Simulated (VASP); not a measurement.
Wanted: the native input for a VASP 6.6.1 run.

| Property | Result |
| --- | --- |
| Task | single point |
| Functional | PBE |
| Potentials or basis | VASP PAW PBE potentials, release 64 (O) |
| Cutoff | 520 eV |
| k mesh | 7 × 7 × 9 |
| Occupations | fermi-dirac, width 0.05 eV |
| Spin | no spin polarisation |
| Dipole correction | no |
| Further INCAR settings | ALGO = Normal; EDIFF = 1e-06; NBANDS = 20 |

The structure of O lies in POSCAR:

```
O
1.0
    3.8922577202      0.0000000000      0.0000000000
    0.0000000000      3.7894570000      0.0000000000
   -0.9966562331      0.0000000000      2.9534146937
O
4
Direct
    0.3347420000      0.3104190000      0.1765910000
    0.6716350000      0.2953840000      0.3232260000
    0.6685210000      0.6971860000      0.8027390000
    0.3348700000      0.6983420000      0.6916900000
```

This cell differs from its parent crystal: atoms moved at random.

The input as run:

INCAR

```
SYSTEM = O
PREC = Accurate
ENCUT = 520
EDIFF = 1E-6
ISMEAR = -1
SIGMA = 0.05
LREAL = .False.
LASPH = .True.
NELM = 60
ALGO = Normal
ISIF = 2
LWAVE = .False.
LCHARG = .True.
GGA = PE
LELF = .True.
LVHAR = .True.
NBANDS = 20
```

KPOINTS

```
Automatic mesh
0
Gamma
  7 7 9
  0 0 0
```

Potentials or basis: VASP PAW PBE potentials, release 64 (O).

Run with:

```bash
$ cat potpaw_PBE.64/O/POTCAR > POTCAR
$ mpirun -np 1 vasp_std > vasp.out
```

It gave:

```yaml
Pressure: 1.3 GPa
Largest_force: 1.320 eV/Å
Band_gap_on_the_k_mesh: 0.66 eV, indirect (least direct gap 0.81 eV)
```

Caveat: the cell differs from its parent crystal (atoms moved at random); the standard files for N, O and F lose accuracy on very short bonds; spin is off for a triplet molecule; forces of over 1 eV/Å act on the atoms, so gaps and moduli don't describe the material at rest.

Wall time 83 s on 1 thread of AMD EPYC 9R45 96-Core Processor (Zen 5), with other jobs on the host, peak memory 0.21 GiB.
